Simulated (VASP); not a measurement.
# AlN in VASP: further runs, part 2 of 3

VASP 6.6.1.

## 3. Single point, PBE

This run uses another cell than the first one, of 10.46 Å³/atom, 1.105 times its volume.

Input file INCAR:

```
PREC = Accurate
ENCUT = 520
EDIFF = 1E-6
ISMEAR = 0
SIGMA = 0.05
LREAL = False
LASPH = True
NELM = 100
ALGO = Normal
ISIF = 2
LWAVE = False
LCHARG = False
GGA = PE
NBANDS = 16
```

Input file KPOINTS:

```
Automatic mesh
0
Gamma
  9 9 6
```

Input file POSCAR:

```
AlN
1.0
    3.3688144457      0.0000000000      0.0000000000
   -1.6844072228      2.9174788906      0.0000000000
    0.0000000000      0.0000000000      4.2575229987
Al N
2 2
Direct
    0.3333333333      0.6666666667      0.7576365105
    0.6666666667      0.3333333333      0.2576365105
    0.3333333333      0.6666666667      0.2352898692
    0.6666666667      0.3333333333      0.7352898692
```

Potentials or basis: VASP PAW PBE potentials, release 64 (Al, N).

The run is started by

```console
cat potpaw_PBE.64/Al/POTCAR potpaw_PBE.64/N/POTCAR > POTCAR
mpirun -np 1 vasp_std > vasp.out
```

OUTCAR:

```text
PREC = Accurate
   ENCUT = 520
   EDIFF = 1E-6
   ISMEAR = 0
   LREAL = False
   LASPH = True
   NELM = 100
   ISIF = 2
   GGA = PE

 ion  position               nearest neighbor table
   1  0.333  0.667  0.758-   4 1.95   4 1.95   4 1.95   3 2.03   3 2.22   2 2.88   2 2.88   2 2.88
                             2 2.88   2 2.88   2 2.88
   2  0.667  0.333  0.258-   3 1.95   3 1.95   3 1.95   4 2.03   4 2.22   1 2.88   1 2.88   1 2.88
                             1 2.88   1 2.88   1 2.88
   3  0.333  0.667  0.235-   2 1.95   2 1.95   2 1.95   1 2.03   1 2.22
   4  0.667  0.333  0.735-   1 1.95   1 1.95   1 1.95   2 2.03   2 2.22

  LATTYP: Found a hexagonal cell.
 ALAT       =     3.3688144457
 C/A-ratio  =     1.2638045423

  Lattice vectors:

 A1 = (   3.3688144457,   0.0000000000,   0.0000000000)
 A2 = (  -1.6844072228,   2.9174788906,   0.0000000000)
 A3 = (   0.0000000000,   0.0000000000,   4.2575229987)

Analysis of symmetry for initial positions (statically):
=====================================================================
 Subroutine PRICEL returns:
 Original cell was already a primitive cell.

 Routine SETGRP: Setting up the symmetry group for a
 hexagonal supercell.

 Subroutine GETGRP returns: Found 12 space group operations
 (whereof  6 operations were pure point group operations)
 out of a pool of 24 trial point group operations.

The static configuration has the point symmetry C_3v.
 The point group associated with its full space group is C_6v.

Analysis of symmetry for dynamics (positions and initial velocities):
=====================================================================
 Subroutine PRICEL returns:
 Original cell was already a primitive cell.

 Routine SETGRP: Setting up the symmetry group for a
 hexagonal supercell.

 Subroutine GETGRP returns: Found 12 space group operations
 (whereof  6 operations were pure point group operations)
 out of a pool of 24 trial point group operations.

The dynamic configuration has the point symmetry C_3v.
 The point group associated with its full space group is C_6v.

 Subroutine INISYM returns: Found 12 space group operations
 (whereof  6 operations are pure point group operations),
 and found     1 'primitive' translations

----------------------------------------------------------------------------------------

                                     Primitive cell

  volume of cell :      41.8448

  direct lattice vectors                    reciprocal lattice vectors
     3.368814446  0.000000000  0.000000000     0.296840332  0.171380846  0.000000000
    -1.684407223  2.917478891  0.000000000     0.000000000  0.342761692  0.000000000
     0.000000000  0.000000000  4.257522999     0.000000000  0.000000000  0.234878355

  length of vectors
     3.368814446  3.368814446  4.257522999     0.342761692  0.342761692  0.234878355

  position of ions in fractional coordinates (direct lattice)
     0.333333333  0.666666667  0.757636510
     0.666666667  0.333333333  0.257636510
     0.333333333  0.666666667  0.235289869
     0.666666667  0.333333333  0.735289869

  ion indices of the primitive-cell ions
   primitive index   ion index
                 1           1
                 2           2
                 3           3
                 4           4

[... 24 lines left out ...]
 Found     48 irreducible k-points:

 Following reciprocal coordinates:
            Coordinates               Weight
  0.000000  0.000000  0.000000      1.000000
  0.111111  0.000000  0.000000      6.000000
  0.222222  0.000000  0.000000      6.000000
  0.333333  0.000000  0.000000      6.000000
  0.444444  0.000000  0.000000      6.000000
  0.111111  0.111111  0.000000      6.000000
[... 16 lines left out ...]
  0.333333  0.222222  0.166667     24.000000
  0.333333  0.333333  0.166667      4.000000
 [... further k-points ...]
   k-points           NKPTS =     48   k-points in BZ     NKDIM =     48   number of bands    NBANDS=     16
   number of dos      NEDOS =    301   number of ions     NIONS =      4
   total plane-waves  NPLWV =  25088
   dimension x,y,z NGX =    28 NGY =   28 NGZ =   32
   dimension x,y,z NGXF=    56 NGYF=   56 NGZF=   64
   ions per type =               2   2
   NGX,Y,Z   is equivalent  to a cutoff of  13.82, 13.82, 12.50 a.u.
   NGXF,Y,Z  is equivalent  to a cutoff of  27.64, 27.64, 24.99 a.u.
 SYSTEM =  unknown system
   PREC   = accura    normal or accurate (medium, high low for compatibility)
   ISTART =      0    job   : 0-new  1-cont  2-samecut
   ICHARG =      2    charge: 1-file 2-atom 10-const
   ISPIN  =      1    spin polarized calculation?
   LNONCOLLINEAR =      F non collinear calculations
   LSORBIT =      F    spin-orbit coupling
   LASPH  =      T    aspherical Exc in radial PAW
   ENCUT  =  520.0 eV  38.22 Ry    6.18 a.u.   6.26  6.26  7.92*2*pi/ulx,y,z
   NELM   =    100;   NELMIN=  2; NELMDL= -5     # of ELM steps
   EDIFF  = 0.1E-05   stopping-criterion for ELM
   LREAL  =      F    real-space projection
   EDIFFG = 0.1E-04   stopping-criterion for IOM
   NSW    =      0    number of steps for IOM
   IBRION =     -1    ionic relax: 0-MD 1-quasi-New 2-CG
   NFREE  =      0    steps in history (QN), initial steepest desc. (CG)
   ISIF   =      2    stress and relaxation
   ISYM   =      2    0-nonsym 1-usesym 2-fastsym
   POTIM  = 0.5000    time-step for ionic-motion
   TEBEG  =    0.0;   TEEND  =   0.0 temperature during run
   PSTRESS=    0.0 pullay stress
   NELECT =      16.0000    total number of electrons
   NUPDOWN=      -1.0000    fix difference up-down
   EMIN   =  10.00;   EMAX   =-10.00  energy-range for DOS
   EFERMI =   0.00;   METHOD = LEGACY
   ISMEAR =     0;   SIGMA  =   0.05  broadening in eV -4-tet -1-fermi 0-gaus
   EFERMI_NEDOS =   21; number of points for ismear=-14 and -15
   IALGO  =     38    algorithm
   IMIX   =      4    mixing-type and parameters
     AMIX     =   0.40;   BMIX     =  1.00
     AMIX_MAG =   1.60;   BMIX_MAG =  1.00
  volume/ion in A,a.u.               =      10.46        70.60
  Fermi-wavevector in a.u.,A,eV,Ry     =   1.188231  2.245431 19.209970  1.411893
  Thomas-Fermi vector in A             =   2.324365
   LORBIT       =      0    0 simple, 1 ext, 2 COOP (PROOUT), +10 PAW based schemes
   GGA     = PE    functional components
   LHFCALC =     F    Hartree Fock is set to
   AEXX    =    0.0000 exact exchange contribution
   IVDW    =     0    specifies the selected vdW correction
   LEPSILON=     F    determine dielectric tensor
   LRPA    =     F    only Hartree local field effects (RPA)
 non-spin polarized calculation
 Gauss-broadening in eV      SIGMA  =   0.05
  energy-cutoff  :      520.00
  volume of cell :       41.84
 maximum number of plane-waves:      1144
 NGX is ok and might be reduce to    28
   NGX = 13   NGY = 13   NGZ = 15

 number of electron      15.9999998 magnetization

 Free energy of the ion-electron system (eV)
  ---------------------------------------------------
  ext. energy  EPLUGINS =         0.00000000
  ---------------------------------------------------
  free energy    TOTEN  =       -29.25123524 eV

  energy without entropy =      -29.25123524  energy(sigma->0) =      -29.25123524

 E-fermi :   7.5431     XC(G=0): -10.9367

 val. band max:        7.3413623305   @ k =   0.0000   0.0000   0.0000
 cond. band min:      10.2705650536   @ k =   0.0000   0.0000   0.0000
 fundamental gap:      2.9292027231
 Fermi energy:         7.5430671041

 k-point     1 :       0.0000    0.0000    0.0000
  band No.  band energies     occupation
      1      -9.0098      2.00000
      2      -5.6412      2.00000
      3       0.8402      2.00000
      4       4.2691      2.00000
      5       4.2691      2.00000
      6       5.8775      2.00000
[... 433 lines left out ...]
      3       1.1858      2.00000
      4       1.9922      2.00000
      5       1.9922      2.00000
      6       4.5128      2.00000
[... 8 lines left out ...]
     15      18.4082      0.00000
     16      19.8930      0.00000

 [... further k-points ...]
[... 5 lines left out ...]
  --------------------------------------------------------------------------------------
  -------------------------------------------------------------------------------------
  Total       -2.7577590     -2.7577590     -1.4035113     -0.0000000      0.0000000      0.0000000
  in kB     -105.5905559   -105.5905559    -53.7383918     -0.0000000      0.0000000      0.0000000
  external PRESSURE =     -88.3065012 kB  Pullay stress =       0.0000000 kB

 VOLUME and BASIS-vectors are now :
 -----------------------------------------------------------------------------
  energy-cutoff  :      520.00
  volume of cell :       41.84
      direct lattice vectors                 reciprocal lattice vectors
     3.368814446  0.000000000  0.000000000     0.296840332  0.171380846  0.000000000
    -1.684407223  2.917478891  0.000000000     0.000000000  0.342761692  0.000000000
     0.000000000  0.000000000  4.257522999     0.000000000  0.000000000  0.234878355

 POSITION                                       TOTAL-FORCE (eV/Angst)
 -----------------------------------------------------------------------------------
     -0.00000      1.94499      3.22565        -0.000000      0.000000     -0.072001
      1.68441      0.97249      1.09689         0.000000      0.000000     -0.072001
     -0.00000      1.94499      1.00175        -0.000000     -0.000000      0.072001
      1.68441      0.97249      3.13051         0.000000      0.000000      0.072001
 -----------------------------------------------------------------------------------
    total drift:                               -0.000000      0.000000      0.000799

  FREE ENERGIE OF THE ION-ELECTRON SYSTEM (eV)
  ---------------------------------------------------
  free  energy   TOTEN  =       -29.2512352385 eV

  energy  without entropy=      -29.2512352385  energy(sigma->0) =      -29.25123524
```

OSZICAR:

```text
N       E                     dE             d eps       ncg     rms          rms(c)
DAV:   1     0.422990137318E+02    0.42299E+02   -0.71950E+03  1544   0.892E+02
DAV:   2    -0.301036094453E+02   -0.72403E+02   -0.66235E+02  2264   0.187E+02
DAV:   3    -0.335948408371E+02   -0.34912E+01   -0.34789E+01  1928   0.416E+01
DAV:   4    -0.336169775802E+02   -0.22137E-01   -0.22135E-01  1808   0.378E+00
DAV:   5    -0.336172794753E+02   -0.30190E-03   -0.30189E-03  1912   0.443E-01    0.115E+01
DAV:   6    -0.292601825858E+02    0.43571E+01   -0.92224E+00  1976   0.224E+01    0.378E+00
DAV:   7    -0.292721621519E+02   -0.11980E-01   -0.66546E-01  1696   0.567E+00    0.278E+00
DAV:   8    -0.292597533005E+02    0.12409E-01   -0.92911E-02  1680   0.265E+00    0.923E-01
DAV:   9    -0.292507145538E+02    0.90387E-02   -0.18155E-02  1936   0.108E+00    0.294E-01
DAV:  10    -0.292513345834E+02   -0.62003E-03   -0.33937E-03  1760   0.380E-01    0.159E-01
DAV:  11    -0.292512321873E+02    0.10240E-03   -0.21475E-04  1768   0.118E-01    0.432E-02
DAV:  12    -0.292512360101E+02   -0.38228E-05   -0.14751E-05  1704   0.305E-02    0.127E-02
DAV:  13    -0.292512352385E+02    0.77164E-06   -0.69524E-06  1832   0.199E-02
   1 F= -.29251235E+02 E0= -.29251235E+02  d E =-.496687E-11
```

Wall time 55 s (1 thread of AMD EPYC 7R43 (Zen 3), shared host); peak memory 0.13 GiB.

Results:

```
Free energy            : -29.2512 eV
Pressure               : -8.8 GPa
Largest force          : 0.072 eV/Å
Band gap on the k mesh : 2.93 eV, direct
```

Forces on the atoms (eV/Å):
```
Al   0.000  0.000 -0.072
Al   0.000  0.000 -0.072
N    0.000  0.000  0.072
N    0.000  0.000  0.072
```

Levels at points of the mesh, in eV from the valence-band top:
```tsv
k point	band 5	band 6	band 7	band 8	band 9	band 10	band 11	band 12
(0.00, 0.00, 0.00)	-3.07	-1.46	-1.46	0.00	2.93	4.03	8.02	8.02
(0.00, 0.00, 0.50)	-2.30	-2.30	-2.30	-2.30	5.35	5.35	8.24	8.24
```

(Part 2 of 3 ends here.)
